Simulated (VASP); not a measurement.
Input of a VASP 6.6.1 run:

INCAR

```
  PREC = Accurate
  ENCUT = 520
  EDIFF = 1E-6
  ISMEAR = -1
  SIGMA = 0.05
  LREAL = False
  LASPH = True
  NELM = 100
  ALGO = Normal
  ISIF = 2
  LWAVE = False
  LCHARG = True
  GGA = PS
  LELF = True
  LVHAR = True
  NBANDS = 13
```

KPOINTS

```
Automatic mesh
0
Gamma
  14 14 14
```

The input POSCAR:

```
W
1.0
    0.0000000000      1.9885598007      1.9885598007
    1.9885598007      0.0000000000      1.9885598007
    1.9885598007      1.9885598007      0.0000000000
W
1
Direct
    0.0000000000      0.0000000000      0.0000000000
```

Potentials or basis: VASP PAW PBE potentials, release 64 (W_sv).

Run with:

```bash
$ cat potpaw_PBE.64/W_sv/POTCAR > POTCAR
$ mpirun -np 1 vasp_std > vasp.out
```

What does it give for the pressure?

5.8 GPa.

Predict the band gap on the k mesh.

zero (bands 7 and 8 overlap by 3.93 eV).

Caveat: the cell stands under pressure; the PAW data sets were made with another functional, which shifts forces and pressure a little; spin-orbit coupling is left out, which moves the levels of the heavy elements.
